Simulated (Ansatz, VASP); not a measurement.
## Two plane-wave programs on GaP

```
CELL_PARAMETERS angstrom
0.00000 2.83017 2.83017
2.83017 0.00000 2.83017
2.83017 2.83017 0.00000
ATOMIC_POSITIONS crystal
Ga 0.00000 0.00000 0.00000
P 0.25000 0.25000 0.25000
```

Alike in both runs: task single point; functional r2SCAN; k mesh 6 × 6 × 6; no spin polarisation.

```csv
,VASP,Ansatz
version,VASP 6.6.1,Ansatz 0.2.0
potentials or method,"VASP PAW PBE potentials, release 64 (Ga_d, P), cutoff 520 eV","plane waves, PAW"
occupations,"fermi-dirac, width 0.1 eV",fermi-dirac
valence electrons in the cell,18,18
```

|  | VASP | Ansatz | Ansatz less VASP |
| --- | --- | --- | --- |
| pressure (GPa) | -7.7 | -7.7 | +0.03 |

VASP's potentials were made for PBE, not for r2SCAN.
